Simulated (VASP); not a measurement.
# Hf4CuSn4 (C2/m) in VASP: single point with r2SCAN

Aim: the single point of Hf4CuSn4 with r2SCAN.

Program: VASP 6.6.1. These are calculated values, not measurements. Logs are shortened: lines on timing, memory, paths and dates and some standing lists are left out, and cuts for length are marked.

## Step 1: The cell of the first run

The structure is monoclinic, space group C2/m (No. 12). The conventional cell has a = 10.457 Å, b = 4.045 Å, c = 9.333 Å, α = 90.00°, β = 109.91°, γ = 90.00°. Within 3.8 Å of Hf (site symmetry m) lie 7 Sn at 2.87 to 3.11 Å and 1 Cu at 3.34 Å and 6 Hf at 3.58 to 3.67 Å. Hf (site symmetry m) has 6 Sn at 2.92 to 3.03 Å and 3 Cu at 3.26 to 3.37 Å and 5 Hf at 3.55 to 3.59 Å within 3.8 Å. Cu (site symmetry 2/m) has 4 Sn at 2.56 Å and 8 Hf at 3.26 to 3.37 Å within 3.4 Å. Sn (site symmetry m) has 2 Sn at 2.60 to 2.62 Å and 7 Hf at 2.87 to 3.11 Å within 3.4 Å. Within 3.4 Å of Sn (site symmetry m) lie 2 Cu at 2.56 Å and 2 Sn at 2.60 to 3.15 Å and 6 Hf at 2.97 to 3.03 Å.

## Step 2: Single point, r2SCAN

POSCAR reads:

```
Hf4CuSn4
1.0
    0.0000000000      4.0446380000      0.0000000000
    5.2283780000     -2.0223190000      0.0000000000
   -2.0496190000      2.0223190000     -8.7754890000
Hf Cu Sn
4 1 4
Direct
    0.1082400000      0.8354800000      0.6190000000
    0.8917600000      0.1645200000      0.3810000000
    0.7539400000      0.3498500000      0.8419700000
    0.2460600000      0.6501500000      0.1580300000
    0.0000000000      0.0000000000      0.0000000000
    0.3840000000      0.3815000000      0.6135000000
    0.6160000000      0.6185000000      0.3865000000
    0.4622000000      0.7747000000      0.8503000000
    0.5378000000      0.2253000000      0.1497000000
```

INCAR.step1 reads:

```
SYSTEM = Hf4CuSn4
PREC = Accurate
ENCUT = 660
ISMEAR = 0
SIGMA = 0.1239
LREAL = .FALSE.
LASPH = .TRUE.
NELM = 120
NBANDS = 64
GGA = PE
ALGO = Normal
EDIFF = 1E-5
LWAVE = .TRUE.
LCHARG = .FALSE.
GGA_COMPAT = .FALSE.
KPAR = 4
```

INCAR.step2 reads:

```
SYSTEM = Hf4CuSn4
PREC = Accurate
ENCUT = 660
EDIFF = 1E-6
ISMEAR = 0
SIGMA = 0.1239
LREAL = .FALSE.
LASPH = .TRUE.
NELM = 120
ALGO = Normal
ISIF = 2
LWAVE = .FALSE.
LCHARG = .FALSE.
METAGGA = R2SCAN
LMIXTAU = .TRUE.
NBANDS = 64
ISTART = 1
GGA_COMPAT = .FALSE.
KPAR = 4
```

KPOINTS reads:

```
Automatic mesh
0
G
  5 5 5
  0 0 0
```

Potentials or basis: VASP PAW PBE potentials, release 64 (Hf_pv, Cu, Sn_d).

Command:

```bash
cat potpaw_PBE.64/Hf_pv/POTCAR potpaw_PBE.64/Cu/POTCAR potpaw_PBE.64/Sn_d/POTCAR > POTCAR
cp INCAR.step1 INCAR
mpirun -np 4 vasp_std > vasp.out
cp INCAR.step2 INCAR
mpirun -np 4 vasp_std > vasp.out
```

OUTCAR:

```text
SYSTEM = Hf4CuSn4
   PREC = Accurate
   ENCUT = 660
   EDIFF = 1E-6
   ISMEAR = 0
   LREAL = .FALSE.
   LASPH = .TRUE.
   NELM = 120
   ISIF = 2
   METAGGA = R2SCAN
   ISTART = 1

 ion  position               nearest neighbor table
   1  0.108  0.835  0.619-   6 2.87   7 2.95   7 2.95   8 2.97   8 2.97   6 3.11   6 3.11   3 3.58
                             3 3.59   3 3.59   2 3.65   2 3.65   2 3.67
   2  0.892  0.165  0.381-   7 2.87   6 2.95   6 2.95   9 2.97   9 2.97   7 3.11   7 3.11   4 3.58
                             4 3.59   4 3.59   1 3.65   1 3.65   1 3.67
   3  0.754  0.350  0.842-   6 2.92   6 2.92   9 2.99   8 2.99   8 2.99   8 3.03   5 3.26   5 3.26
                             4 3.55   4 3.55   1 3.58   1 3.59   1 3.59
   4  0.246  0.650  0.158-   7 2.92   7 2.92   8 2.99   9 2.99   9 2.99   9 3.03   5 3.26   5 3.26
                             3 3.55   3 3.55   2 3.58   2 3.59   2 3.59
   5  0.000  0.000  0.000-   9 2.56   8 2.56   9 2.56   8 2.56   4 3.26   3 3.26   4 3.26   3 3.26

   6  0.384  0.382  0.614-   8 2.60   7 2.62   1 2.87   3 2.92   3 2.92   2 2.95   2 2.95   1 3.11
                             1 3.11
   7  0.616  0.618  0.386-   9 2.60   6 2.62   2 2.87   4 2.92   4 2.92   1 2.95   1 2.95   2 3.11
                             2 3.11
   8  0.462  0.775  0.850-   5 2.56   5 2.56   6 2.60   1 2.97   1 2.97   4 2.99   3 2.99   3 2.99
                             3 3.03   9 3.15
   9  0.538  0.225  0.150-   5 2.56   5 2.56   7 2.60   2 2.97   2 2.97   3 2.99   4 2.99   4 2.99
                             4 3.03   8 3.15

  LATTYP: Found a base centered monoclinic cell.
 ALAT       =    10.4567560000
 B/A-ratio  =     0.3867966318
 C/A-ratio  =     0.8925782411
 COS(beta)  =    -0.3405762294

  Lattice vectors:

 A1 = (  -5.2283780000,  -2.0223190000,   0.0000000000)
 A2 = (  -5.2283780000,   2.0223190000,   0.0000000000)
 A3 = (   3.1787590000,   0.0000000000,  -8.7754890000)

Analysis of symmetry for initial positions (statically):
=====================================================================
 Subroutine PRICEL returns:
 Original cell was already a primitive cell.

 Routine SETGRP: Setting up the symmetry group for a
 base centered monoclinic supercell.

 Subroutine GETGRP returns: Found  4 space group operations
 (whereof  4 operations were pure point group operations)
 out of a pool of  4 trial point group operations.

The static configuration has the point symmetry C_2h.

Analysis of symmetry for dynamics (positions and initial velocities):
=====================================================================
 Subroutine PRICEL returns:
 Original cell was already a primitive cell.

 Routine SETGRP: Setting up the symmetry group for a
 base centered monoclinic supercell.

 Subroutine GETGRP returns: Found  4 space group operations
 (whereof  4 operations were pure point group operations)
 out of a pool of  4 trial point group operations.

The dynamic configuration has the point symmetry C_2h.

 Subroutine INISYM returns: Found  4 space group operations
 (whereof  4 operations are pure point group operations),
 and found     1 'primitive' translations

----------------------------------------------------------------------------------------

                                     Primitive cell

  volume of cell :     185.5744

  direct lattice vectors                    reciprocal lattice vectors
     0.000000000  4.044638000  0.000000000     0.095631953  0.247240915  0.034640911
     5.228378000 -2.022319000  0.000000000     0.191263906  0.000000000 -0.044671942
    -2.049619000  2.022319000 -8.775489000     0.000000000  0.000000000 -0.113953764

  length of vectors
     4.044638000  5.605863952  9.235795546     0.267345344  0.196411467  0.113953764

  position of ions in fractional coordinates (direct lattice)
     0.108240000  0.835480000  0.619000000
     0.891760000  0.164520000  0.381000000
     0.753940000  0.349850000  0.841970000
     0.246060000  0.650150000  0.158030000
     0.000000000  0.000000000  0.000000000
     0.384000000  0.381500000  0.613500000
     0.616000000  0.618500000  0.386500000
     0.462200000  0.774700000  0.850300000
     0.537800000  0.225300000  0.149700000

  ion indices of the primitive-cell ions
   primitive index   ion index
                 1           1
                 2           2
                 3           3
                 4           4
                 5           5
                 6           6
                 7           7
                 8           8
                 9           9

----------------------------------------------------------------------------------------

 KPOINTS: Automatic mesh

Automatic generation of k-mesh.
 Grid dimensions read from file:
 generate k-points for:    5    5    5

 Generating k-lattice:

  Cartesian coordinates                     Fractional coordinates (reciprocal lattice)
     0.019126391  0.049448183  0.006928182     0.200000000  0.000000000  0.000000000
     0.038252781  0.000000000 -0.008934388     0.000000000  0.200000000  0.000000000
     0.000000000  0.000000000 -0.022790753     0.000000000  0.000000000  0.200000000

  Length of vectors
     0.053469069  0.039282293  0.022790753

  Shift w.r.t. Gamma in fractional coordinates (k-lattice)
     0.000000000  0.000000000  0.000000000

 Subroutine IBZKPT returns following result:
 ===========================================

 Found     39 irreducible k-points:

 Following reciprocal coordinates:
            Coordinates               Weight
  0.000000  0.000000  0.000000      1.000000
  0.200000 -0.000000  0.000000      4.000000
  0.400000  0.000000  0.000000      4.000000
  0.000000  0.200000  0.000000      2.000000
  0.200000  0.200000  0.000000      4.000000
  0.400000  0.200000  0.000000      4.000000
[... 16 lines left out ...]
 -0.400000  0.400000  0.200000      4.000000
 -0.200000  0.400000  0.200000      4.000000
 [... further k-points ...]
   k-points           NKPTS =     39   k-points in BZ     NKDIM =     39   number of bands    NBANDS=     64
   number of dos      NEDOS =    301   number of ions     NIONS =      9
   total plane-waves  NPLWV = 138240
   dimension x,y,z NGX =    36 NGY =   48 NGZ =   80
   dimension x,y,z NGXF=    72 NGYF=   96 NGZF=  160
   ions per type =               4   1   4
   NGX,Y,Z   is equivalent  to a cutoff of  14.80, 14.23, 14.40 a.u.
   NGXF,Y,Z  is equivalent  to a cutoff of  29.59, 28.47, 28.80 a.u.
 SYSTEM =  Hf4CuSn4
   PREC   = accura    normal or accurate (medium, high low for compatibility)
   ISTART =      1    job   : 0-new  1-cont  2-samecut
   ICHARG =      0    charge: 1-file 2-atom 10-const
   ISPIN  =      1    spin polarized calculation?
   LNONCOLLINEAR =      F non collinear calculations
   LSORBIT =      F    spin-orbit coupling
   LASPH  =      T    aspherical Exc in radial PAW
   ENCUT  =  660.0 eV  48.51 Ry    6.96 a.u.   8.47 11.74 19.35*2*pi/ulx,y,z
   NELM   =    120;   NELMIN=  2; NELMDL=  0     # of ELM steps
   EDIFF  = 0.1E-05   stopping-criterion for ELM
   LREAL  =      F    real-space projection
   EDIFFG = 0.1E-04   stopping-criterion for IOM
   NSW    =      0    number of steps for IOM
   IBRION =     -1    ionic relax: 0-MD 1-quasi-New 2-CG
   NFREE  =      0    steps in history (QN), initial steepest desc. (CG)
   ISIF   =      2    stress and relaxation
   ISYM   =      2    0-nonsym 1-usesym 2-fastsym
   POTIM  = 0.5000    time-step for ionic-motion
   TEBEG  =    0.0;   TEEND  =   0.0 temperature during run
   PSTRESS=    0.0 pullay stress
   NELECT =     107.0000    total number of electrons
   NUPDOWN=      -1.0000    fix difference up-down
   EMIN   =  10.00;   EMAX   =-10.00  energy-range for DOS
   EFERMI =   0.00;   METHOD = LEGACY
   ISMEAR =     0;   SIGMA  =   0.12  broadening in eV -4-tet -1-fermi 0-gaus
   EFERMI_NEDOS =   21; number of points for ismear=-14 and -15
   IALGO  =     38    algorithm
   IMIX   =      4    mixing-type and parameters
     AMIX     =   0.40;   BMIX     =  1.00
     AMIX_MAG =   1.60;   BMIX_MAG =  1.00
  volume/ion in A,a.u.               =      20.62       139.15
  Fermi-wavevector in a.u.,A,eV,Ry     =   1.362584  2.574911 25.261072  1.856636
  Thomas-Fermi vector in A             =   2.489061
   LORBIT       =      0    0 simple, 1 ext, 2 COOP (PROOUT), +10 PAW based schemes
   METAGGA = R2SCAN    functional components
   LHFCALC =     F    Hartree Fock is set to
   AEXX    =    0.0000 exact exchange contribution
   IVDW    =     0    specifies the selected vdW correction
   LEPSILON=     F    determine dielectric tensor
   LRPA    =     F    only Hartree local field effects (RPA)
 non-spin polarized calculation
 Gauss-broadening in eV      SIGMA  =   0.12
  energy-cutoff  :      660.00
  volume of cell :      185.57
 maximum number of plane-waves:      7173
 NGX is ok and might be reduce to    36
   NGX = 17   NGY = 23   NGZ = 39

 number of electron     107.0000004 magnetization

 Free energy of the ion-electron system (eV)
  ---------------------------------------------------
  ext. energy  EPLUGINS =         0.00000000
  ---------------------------------------------------
  free energy    TOTEN  =      -291.39993733 eV

  energy without entropy =     -291.37338307  energy(sigma->0) =     -291.38666020

 E-fermi :   8.0440     XC(G=0): -12.4729

 val. band max:        8.0403404290   @ k =   0.0000  -0.4000   0.2000
 cond. band min:       8.0440501329   @ k =   0.0000   0.4000   0.0000
 fundamental gap:      0.0037097039
 Fermi energy:         8.0439751013

 k-point     1 :       0.0000    0.0000    0.0000
  band No.  band energies     occupation
      1     -24.4226      2.00000
      2     -24.4015      2.00000
      3     -24.4013      2.00000
      4     -24.3829      2.00000
      5     -24.3637      2.00000
      6     -24.3609      2.00000
[... 56 lines left out ...]
     63      10.9978      0.00000
     64      11.3706      0.00000

 k-point     2 :       0.2000   -0.0000    0.0000
  band No.  band energies     occupation
      1     -24.4366      2.00000
      2     -24.4254      2.00000
      3     -24.4012      2.00000
      4     -24.3799      2.00000
      5     -24.3734      2.00000
      6     -24.3601      2.00000
[... 1530 lines left out ...]
     63      10.8518      0.00000
     64      11.2343      0.00000

 [... further k-points ...]

------------------------ aborting loop because EDIFF is reached ----------------------------------------

  FORCE on cell =-STRESS in cart. coord.  units (eV):
  Direction    XX          YY          ZZ          XY          YZ          ZX
  --------------------------------------------------------------------------------------
  -------------------------------------------------------------------------------------
  Total        3.2861989      0.5165867      9.6175729      0.0000000      0.0000000     -4.1129154
  in kB       28.3717720      4.4600098     83.0344103      0.0000000      0.0000000    -35.5093234
  external PRESSURE =      38.6220640 kB  Pullay stress =       0.0000000 kB

 VOLUME and BASIS-vectors are now :
 -----------------------------------------------------------------------------
  energy-cutoff  :      660.00
  volume of cell :      185.57
      direct lattice vectors                 reciprocal lattice vectors
     0.000000000  4.044638000  0.000000000     0.095631953  0.247240915  0.034640911
     5.228378000 -2.022319000  0.000000000     0.191263906  0.000000000 -0.044671942
    -2.049619000  2.022319000 -8.775489000     0.000000000  0.000000000 -0.113953764

 POSITION                                       TOTAL-FORCE (eV/Angst)
 -----------------------------------------------------------------------------------
      3.09949      0.00000     -5.43203         0.290556      0.000000     -0.271972
      0.07927      4.04464     -3.34346        -0.290556     -0.000000      0.271972
      0.10343      4.04464     -7.38870        -0.255077     -0.000000     -0.502192
      3.07533      0.00000     -1.38679         0.255077      0.000000      0.502192
      0.00000      0.00000      0.00000         0.000000     -0.000000      0.000000
      0.73718      2.02232     -5.38376        -2.821715      0.000000      0.300591
      2.44157      2.02232     -3.39173         2.821715      0.000000     -0.300591
      2.30763      2.02232     -7.46180         1.144993     -0.000000     -1.437814
      0.87113      2.02232     -1.31369        -1.144993      0.000000      1.437814
 -----------------------------------------------------------------------------------
    total drift:                                0.000000      0.000000     -0.000000

  FREE ENERGIE OF THE ION-ELECTRON SYSTEM (eV)
  ---------------------------------------------------
  free  energy   TOTEN  =      -291.3999373267 eV

  energy  without entropy=     -291.3733830708  energy(sigma->0) =     -291.38666020
```

Wall time 23 min (4 MPI ranks of Intel Xeon Platinum 8259CL at 2.50GHz (Skylake/Cascade Lake), shared host); peak memory 0.77 GiB.

Results:

```
Free energy            : -291.3999 eV
Pressure               : 3.9 GPa
Largest force          : 2.838 eV/Å
Band gap on the k mesh : zero (an odd number of electrons rules out a gap without spin polarisation)
```

Forces in eV/Å, atoms in the order of the input:
```
Hf   0.291  0.000 -0.272
Hf  -0.291  0.000  0.272
Hf  -0.255  0.000 -0.502
Hf   0.255  0.000  0.502
Cu   0.000  0.000  0.000
Sn  -2.822  0.000  0.301
Sn   2.822  0.000 -0.301
Sn   1.145  0.000 -1.438
Sn  -1.145  0.000  1.438
```

Stress tensor (GPa, compression positive):
```
 2.84  0.00 -3.55
 0.00  0.45  0.00
-3.55  0.00  8.30
```

Levels at points of the mesh, in eV from the Fermi level:
```
           k point  band 50  band 51  band 52  band 53  band 54  band 55  band 56  band 57  band 58  band 59
(0.00, 0.00, 0.00)    -1.82    -1.24    -0.91    -0.53    -0.33     1.11     1.68     1.73     2.06     2.13
```

Caveat: the cell stands under pressure; the PAW data sets were made with another functional, which shifts forces and pressure a little; spin-orbit coupling is left out, which moves the levels of the heavy elements.
